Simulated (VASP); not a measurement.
## KHgF2: relaxation of cell and atoms with PBE

The system is KHgF2.

```xyz
4
Lattice="4.8846 0.0000 0.0000 0.0000 4.8846 0.0000 0.0000 0.0000 3.3253" Properties=species:S:1:pos:R:3 pbc="T T T"
K     2.4423    2.4423    1.6627
Hg    0.0000    0.0000    0.0000
F     2.4423    0.0000    0.0000
F     0.0000    2.4423    0.0000
```

* Program: VASP 6.6.1
* Task: relaxation of cell and atoms
* Functional: PBE
* Potentials or basis: VASP PAW PBE potentials, release 64 (K_sv, Hg, F)
* Cutoff: 600 eV
* k mesh: 4 × 4 × 6
* Occupations: gaussian, width 0.1 eV
* Spin: no spin polarisation
* Dipole correction: no
* Further INCAR settings: ALGO = Normal; EDIFF = 1e-06; IBRION = 2; EDIFFG = -0.04; NSW = 90; ISIF = 3

- Pressure after relaxing: -0.1 GPa
- Band gap on the k mesh: zero (an odd number of electrons rules out a gap without spin polarisation)

Stress tensor (GPa, compression positive):
```
-0.17  0.00  0.00
 0.00 -0.17  0.00
 0.00  0.00 -0.04
```

Final structure:
```
K Hg F
1.0
     4.88458    0.00000    0.00000
     0.00000    4.88458    0.00000
     0.00000    0.00000    3.32533
K Hg F
1 1 2
Direct
  0.50000 0.50000 0.50000
  0.00000 0.00000 0.00000
  0.50000 0.00000 0.00000
  0.00000 0.50000 0.00000
```

Levels at points of the mesh, in eV from the Fermi level:
```csv
k point,band 14,band 15,band 16,band 17,band 18,band 19,band 20,band 21
"(0.00, 0.00, 0.00)",-3.51,-3.51,-3.21,-3.10,-2.88,5.08,6.60,6.60
"(0.50, 0.00, 0.00)",-3.89,-3.35,-3.20,-2.97,-0.20,3.40,5.41,5.93
"(0.50, 0.50, 0.00)",-3.43,-3.00,-3.00,-1.99,0.75,4.14,4.14,5.90
"(0.00, 0.00, 0.50)",-4.25,-3.81,-3.59,-3.59,-0.04,2.36,7.41,7.41
"(0.50, 0.00, 0.50)",-3.59,-3.58,-3.45,-3.32,1.51,2.21,7.16,7.32
"(0.50, 0.50, 0.50)",-3.46,-3.32,-3.31,-1.96,1.65,2.63,5.58,5.58
```

Wall time 32 s on 1 thread of AMD EPYC 9R45 96-Core Processor (Zen 5), with other jobs on the host, peak memory 0.2 GiB.

Caveat: spin-orbit coupling is left out, which moves the levels of the heavy elements; an odd number of electrons without spin polarisation forces a metal; a magnetic or distorted state may lie lower.
